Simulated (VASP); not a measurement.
# AlV2C (P6_3/mmc) in VASP: single point with r2SCAN

Aim: the single point of AlV2C with r2SCAN.

Program: VASP 6.6.1. These are calculated values, not measurements. Logs are shortened: lines on timing, memory, paths and dates and some standing lists are left out, and cuts for length are marked.

## 1. The cell of the first run

Symmetry: P6_3/mmc, No. 194, hexagonal system. The conventional cell has a = 2.886 Å, b = 2.886 Å, c = 13.118 Å, α = 90.00°, β = 90.00°, γ = 120.00°. Within 3.7 Å of Al (site symmetry -6m2) lie 6 V at 2.73 Å and 6 Al at 2.89 Å and 6 C at 3.68 Å. Within 2.9 Å of V (site symmetry 3m) lie 3 C at 2.01 Å and 3 Al at 2.73 Å and 9 V at 2.80 to 2.89 Å. C (site symmetry -3m) has 6 V at 2.01 Å within 2.7 Å.

## 2. Single point, r2SCAN

Contents of POSCAR:

```
AlV2C
1.0
    2.8859810699      0.0000000000      0.0000000000
   -1.4429905349      2.4993329214      0.0000000000
    0.0000000000      0.0000000000     13.1179898076
Al V C
2 4 2
Direct
    0.3333333333      0.6666666667      0.2500000000
    0.6666666667      0.3333333333      0.7500000000
    0.3333333333      0.6666666667      0.5855500792
    0.6666666667      0.3333333333      0.4144499208
    0.6666666667      0.3333333333      0.0855500792
    0.3333333333      0.6666666667      0.9144499208
    0.0000000000      0.0000000000      0.0000000000
    0.0000000000      0.0000000000      0.5000000000
```

Contents of INCAR.step1:

```
  PREC = Accurate
  ENCUT = 520
  ISMEAR = 0
  SIGMA = 0.1
  LREAL = False
  LASPH = True
  NELM = 60
  NBANDS = 43
  GGA = PE
  ALGO = Normal
  EDIFF = 1E-4
  LWAVE = True
  LCHARG = False
```

Contents of INCAR.step2:

```
  PREC = Accurate
  ENCUT = 520
  EDIFF = 1E-7
  ISMEAR = 0
  SIGMA = 0.1
  LREAL = False
  LASPH = True
  NELM = 60
  ALGO = Normal
  ISIF = 2
  LWAVE = False
  LCHARG = True
  METAGGA = R2SCAN
  LMIXTAU = True
  LELF = True
  LVHAR = True
  NBANDS = 43
  ISTART = 1
```

Contents of KPOINTS:

```
Automatic mesh
0
Gamma
  15 15 4
```

Potentials or basis: VASP PAW PBE potentials, release 64 (Al, V_sv, C).

Launch:

```
$ cat potpaw_PBE.64/Al/POTCAR potpaw_PBE.64/V_sv/POTCAR potpaw_PBE.64/C/POTCAR > POTCAR
$ cp INCAR.step1 INCAR
$ mpirun -np 1 vasp_std > vasp.out
$ cp INCAR.step2 INCAR
$ mpirun -np 1 vasp_std > vasp.out
```

OUTCAR:

```text
PREC = Accurate
   ENCUT = 520
   EDIFF = 1E-7
   ISMEAR = 0
   LREAL = False
   LASPH = True
   NELM = 60
   ISIF = 2
   METAGGA = R2SCAN
   ISTART = 1

 ion  position               nearest neighbor table
   1  0.333  0.667  0.250-   4 2.73   5 2.73   4 2.73   5 2.73   4 2.73   5 2.73
   2  0.667  0.333  0.750-   3 2.73   6 2.73   3 2.73   6 2.73   3 2.73   6 2.73
   3  0.333  0.667  0.586-   8 2.01   8 2.01   8 2.01   2 2.73   2 2.73   2 2.73   4 2.80   4 2.80
                             4 2.80
   4  0.667  0.333  0.414-   8 2.01   8 2.01   8 2.01   1 2.73   1 2.73   1 2.73   3 2.80   3 2.80
                             3 2.80
   5  0.667  0.333  0.086-   7 2.01   7 2.01   7 2.01   1 2.73   1 2.73   1 2.73   6 2.80   6 2.80
                             6 2.80
   6  0.333  0.667  0.914-   7 2.01   7 2.01   7 2.01   2 2.73   2 2.73   2 2.73   5 2.80   5 2.80
                             5 2.80
   7  0.000  0.000  0.000-   5 2.01   6 2.01   6 2.01   5 2.01   5 2.01   6 2.01
   8  0.000  0.000  0.500-   3 2.01   4 2.01   3 2.01   4 2.01   4 2.01   3 2.01

  LATTYP: Found a hexagonal cell.
 ALAT       =     2.8859810699
 C/A-ratio  =     4.5454178284

  Lattice vectors:

 A1 = (   2.8859810699,   0.0000000000,   0.0000000000)
 A2 = (  -1.4429905349,   2.4993329214,   0.0000000000)
 A3 = (   0.0000000000,   0.0000000000,  13.1179898076)

Analysis of symmetry for initial positions (statically):
=====================================================================
 Subroutine PRICEL returns:
 Original cell was already a primitive cell.

 Routine SETGRP: Setting up the symmetry group for a
 hexagonal supercell.

 Subroutine GETGRP returns: Found 24 space group operations
 (whereof 12 operations were pure point group operations)
 out of a pool of 24 trial point group operations.

The static configuration has the point symmetry D_3d.
 The point group associated with its full space group is D_6h.

Analysis of symmetry for dynamics (positions and initial velocities):
=====================================================================
 Subroutine PRICEL returns:
 Original cell was already a primitive cell.

 Routine SETGRP: Setting up the symmetry group for a
 hexagonal supercell.

 Subroutine GETGRP returns: Found 24 space group operations
 (whereof 12 operations were pure point group operations)
 out of a pool of 24 trial point group operations.

The dynamic configuration has the point symmetry D_3d.
 The point group associated with its full space group is D_6h.

 Subroutine INISYM returns: Found 24 space group operations
 (whereof 12 operations are pure point group operations),
 and found     1 'primitive' translations

----------------------------------------------------------------------------------------

                                     Primitive cell

  volume of cell :      94.6204

  direct lattice vectors                    reciprocal lattice vectors
     2.885981070  0.000000000  0.000000000     0.346502619  0.200053381  0.000000000
    -1.442990535  2.499332921  0.000000000     0.000000000  0.400106761  0.000000000
     0.000000000  0.000000000 13.117989808     0.000000000  0.000000000  0.076231192

  length of vectors
     2.885981070  2.885981070 13.117989808     0.400106761  0.400106761  0.076231192

  position of ions in fractional coordinates (direct lattice)
     0.333333333  0.666666667  0.250000000
     0.666666667  0.333333333  0.750000000
     0.333333333  0.666666667  0.585550079
     0.666666667  0.333333333  0.414449921
     0.666666667  0.333333333  0.085550079
     0.333333333  0.666666667  0.914449921
     0.000000000  0.000000000  0.000000000
     0.000000000  0.000000000  0.500000000

  ion indices of the primitive-cell ions
   primitive index   ion index
                 1           1
                 2           2
                 3           3
                 4           4
                 5           5
                 6           6
                 7           7
                 8           8

----------------------------------------------------------------------------------------

 KPOINTS: Automatic mesh

Automatic generation of k-mesh.
 Grid dimensions read from file:
 generate k-points for:   15   15    4

 Generating k-lattice:

  Cartesian coordinates                     Fractional coordinates (reciprocal lattice)
     0.023100175  0.013336892  0.000000000     0.066666667  0.000000000  0.000000000
     0.000000000  0.026673784  0.000000000     0.000000000  0.066666667  0.000000000
     0.000000000  0.000000000  0.019057798     0.000000000  0.000000000  0.250000000

  Length of vectors
     0.026673784  0.026673784  0.019057798

  Shift w.r.t. Gamma in fractional coordinates (k-lattice)
     0.000000000  0.000000000  0.000000000

 Subroutine IBZKPT returns following result:
 ===========================================

 Found     81 irreducible k-points:

 Following reciprocal coordinates:
            Coordinates               Weight
  0.000000  0.000000  0.000000      1.000000
  0.066667  0.000000  0.000000      6.000000
  0.133333  0.000000  0.000000      6.000000
  0.200000  0.000000  0.000000      6.000000
  0.266667  0.000000  0.000000      6.000000
  0.333333  0.000000  0.000000      6.000000
[... 16 lines left out ...]
  0.333333  0.200000  0.000000     12.000000
  0.400000  0.200000  0.000000      6.000000
 [... further k-points ...]
   k-points           NKPTS =     81   k-points in BZ     NKDIM =     81   number of bands    NBANDS=     43
   number of dos      NEDOS =    301   number of ions     NIONS =      8
   total plane-waves  NPLWV =  56448
   dimension x,y,z NGX =    24 NGY =   24 NGZ =   98
   dimension x,y,z NGXF=    48 NGYF=   48 NGZF=  196
   ions per type =               2   4   2
   NGX,Y,Z   is equivalent  to a cutoff of  13.83, 13.83, 12.42 a.u.
   NGXF,Y,Z  is equivalent  to a cutoff of  27.65, 27.65, 24.84 a.u.
 SYSTEM =  unknown system
   PREC   = accura    normal or accurate (medium, high low for compatibility)
   ISTART =      1    job   : 0-new  1-cont  2-samecut
   ICHARG =      0    charge: 1-file 2-atom 10-const
   ISPIN  =      1    spin polarized calculation?
   LNONCOLLINEAR =      F non collinear calculations
   LSORBIT =      F    spin-orbit coupling
   LASPH  =      T    aspherical Exc in radial PAW
   ENCUT  =  520.0 eV  38.22 Ry    6.18 a.u.   5.37  5.37 24.39*2*pi/ulx,y,z
   NELM   =     60;   NELMIN=  2; NELMDL=  0     # of ELM steps
   EDIFF  = 0.1E-06   stopping-criterion for ELM
   LREAL  =      F    real-space projection
   EDIFFG = 0.1E-05   stopping-criterion for IOM
   NSW    =      0    number of steps for IOM
   IBRION =     -1    ionic relax: 0-MD 1-quasi-New 2-CG
   NFREE  =      0    steps in history (QN), initial steepest desc. (CG)
   ISIF   =      2    stress and relaxation
   ISYM   =      2    0-nonsym 1-usesym 2-fastsym
   POTIM  = 0.5000    time-step for ionic-motion
   TEBEG  =    0.0;   TEEND  =   0.0 temperature during run
   PSTRESS=    0.0 pullay stress
   NELECT =      66.0000    total number of electrons
   NUPDOWN=      -1.0000    fix difference up-down
   EMIN   =  10.00;   EMAX   =-10.00  energy-range for DOS
   EFERMI =   0.00;   METHOD = LEGACY
   ISMEAR =     0;   SIGMA  =   0.10  broadening in eV -4-tet -1-fermi 0-gaus
   EFERMI_NEDOS =   21; number of points for ismear=-14 and -15
   IALGO  =     38    algorithm
   IMIX   =      4    mixing-type and parameters
     AMIX     =   0.40;   BMIX     =  1.00
     AMIX_MAG =   1.60;   BMIX_MAG =  1.00
  volume/ion in A,a.u.               =      11.83        79.82
  Fermi-wavevector in a.u.,A,eV,Ry     =   1.451870  2.743637 28.680097  2.107928
  Thomas-Fermi vector in A             =   2.569318
   LORBIT       =      0    0 simple, 1 ext, 2 COOP (PROOUT), +10 PAW based schemes
   METAGGA = R2SCAN    functional components
   LHFCALC =     F    Hartree Fock is set to
   AEXX    =    0.0000 exact exchange contribution
   IVDW    =     0    specifies the selected vdW correction
   LEPSILON=     F    determine dielectric tensor
   LRPA    =     F    only Hartree local field effects (RPA)
 non-spin polarized calculation
 Gauss-broadening in eV      SIGMA  =   0.10
  energy-cutoff  :      520.00
  volume of cell :       94.62
 maximum number of plane-waves:      2617
 NGX is ok and might be reduce to    24
   NGX = 11   NGY = 11   NGZ = 49

 number of electron      66.0000014 magnetization

 Free energy of the ion-electron system (eV)
  ---------------------------------------------------
  ext. energy  EPLUGINS =         0.00000000
  ---------------------------------------------------
  free energy    TOTEN  =       -94.58680369 eV

  energy without entropy =      -94.55936713  energy(sigma->0) =      -94.57308541

 E-fermi :   9.7108     XC(G=0): -13.2021

 val. band max:        9.7077369860   @ k =   0.2000   0.0667   0.5000
 cond. band min:       9.7128039256   @ k =   0.4000   0.1333   0.0000
 fundamental gap:      0.0050669396
 Fermi energy:         9.7107900453

 k-point     1 :       0.0000    0.0000    0.0000
  band No.  band energies     occupation
      1     -57.3909      2.00000
      2     -57.3908      2.00000
      3     -57.3273      2.00000
      4     -57.3273      2.00000
      5     -30.3314      2.00000
      6     -30.3289      2.00000
[... 35 lines left out ...]
     42      11.2171      0.00000
     43      13.0867      0.00000

 k-point     2 :       0.0667    0.0000    0.0000
  band No.  band energies     occupation
      1     -57.3879      2.00000
      2     -57.3878      2.00000
      3     -57.3256      2.00000
      4     -57.3255      2.00000
      5     -30.3267      2.00000
      6     -30.3243      2.00000
[... 35 lines left out ...]
     42      11.2665      0.00000
     43      13.1492      0.00000

 k-point     3 :       0.1333    0.0000    0.0000
  band No.  band energies     occupation
      1     -57.3794      2.00000
      2     -57.3793      2.00000
      3     -57.3207      2.00000
      4     -57.3206      2.00000
      5     -30.3138      2.00000
      6     -30.3117      2.00000
[... 35 lines left out ...]
     42      11.4188      0.00000
     43      13.2583      0.00000

 k-point     4 :       0.2000    0.0000    0.0000
  band No.  band energies     occupation
      1     -57.3666      2.00000
      2     -57.3666      2.00000
      3     -57.3137      2.00000
      4     -57.3137      2.00000
      5     -30.2970      2.00000
      6     -30.2952      2.00000
[... 863 lines left out ...]
     42      12.6303      0.00000
     43      12.9013      0.00000

 k-point    23 :       0.3333    0.2000    0.0000
  band No.  band energies     occupation
      1     -57.3105      2.00000
      2     -57.3104      2.00000
      3     -57.2932      2.00000
      4     -57.2932      2.00000
      5     -30.3016      2.00000
      6     -30.3012      2.00000
[... 35 lines left out ...]
     42      12.2007      0.00000
     43      12.5682      0.00000

 k-point    24 :       0.4000    0.2000    0.0000
  band No.  band energies     occupation
      1     -57.3064      2.00000
      2     -57.3064      2.00000
      3     -57.2934      2.00000
      4     -57.2934      2.00000
      5     -30.3061      2.00000
      6     -30.3057      2.00000
[... 35 lines left out ...]
     42      12.1197      0.00000
     43      12.4405      0.00000

 [... further k-points ...]

------------------------ aborting loop because EDIFF is reached ----------------------------------------

  FORCE on cell =-STRESS in cart. coord.  units (eV):
  Direction    XX          YY          ZZ          XY          YZ          ZX
  --------------------------------------------------------------------------------------
  -------------------------------------------------------------------------------------
  Total        0.2904514      0.2904514      0.2802239      0.0000000      0.0000000     -0.0000000
  in kB        4.9181202      4.9181202      4.7449419      0.0000000      0.0000000     -0.0000000
  external PRESSURE =       4.8603941 kB  Pullay stress =       0.0000000 kB

 VOLUME and BASIS-vectors are now :
 -----------------------------------------------------------------------------
  energy-cutoff  :      520.00
  volume of cell :       94.62
      direct lattice vectors                 reciprocal lattice vectors
     2.885981070  0.000000000  0.000000000     0.346502619  0.200053381  0.000000000
    -1.442990535  2.499332921  0.000000000     0.000000000  0.400106761  0.000000000
     0.000000000  0.000000000 13.117989808     0.000000000  0.000000000  0.076231192

 POSITION                                       TOTAL-FORCE (eV/Angst)
 -----------------------------------------------------------------------------------
     -0.00000      1.66622      3.27950         0.000000     -0.000000      0.000000
      1.44299      0.83311      9.83849        -0.000000      0.000000      0.000000
     -0.00000      1.66622      7.68124         0.000000     -0.000000      0.098834
      1.44299      0.83311      5.43675         0.000000     -0.000000     -0.098834
      1.44299      0.83311      1.12225        -0.000000      0.000000      0.098834
     -0.00000      1.66622     11.99574         0.000000     -0.000000     -0.098834
      0.00000      0.00000      0.00000        -0.000000     -0.000000      0.000000
      0.00000      0.00000      6.55899        -0.000000     -0.000000      0.000000
 -----------------------------------------------------------------------------------
    total drift:                                0.000000     -0.000000      0.000000

  FREE ENERGIE OF THE ION-ELECTRON SYSTEM (eV)
  ---------------------------------------------------
  free  energy   TOTEN  =       -94.5868036880 eV

  energy  without entropy=      -94.5593671328  energy(sigma->0) =      -94.57308541
```

It took 11 min on 1 thread of Intel Xeon 6975P-C (Granite Rapids), shared host; peak memory 0.42 GiB.

Results:

- Free energy: -94.5868 eV
- Pressure: 0.5 GPa
- Largest force: 0.099 eV/Å
- Band gap on the k mesh: zero (bands 33 and 34 overlap by 1.75 eV)

Forces on the atoms (eV/Å):
```
Al   0.000  0.000  0.000
Al   0.000  0.000  0.000
V    0.000  0.000  0.099
V    0.000  0.000 -0.099
V    0.000  0.000  0.099
V    0.000  0.000 -0.099
C    0.000  0.000  0.000
C    0.000  0.000  0.000
```

Levels at points of the mesh, in eV from the Fermi level:
| k point | band 29 | band 30 | band 31 | band 32 | band 33 | band 34 | band 35 | band 36 | band 37 | band 38 |
| --- | --- | --- | --- | --- | --- | --- | --- | --- | --- | --- |
| (0.00, 0.00, 0.00) | -1.02 | -0.66 | -0.24 | -0.24 | -0.23 | -0.23 | 0.54 | 0.54 | 0.58 | 0.58 |
| (0.00, 0.00, 0.50) | -0.81 | -0.81 | -0.24 | -0.24 | -0.24 | -0.24 | 0.56 | 0.56 | 0.56 | 0.56 |

Caveat: the PAW data sets were made with another functional, which shifts forces and pressure a little.
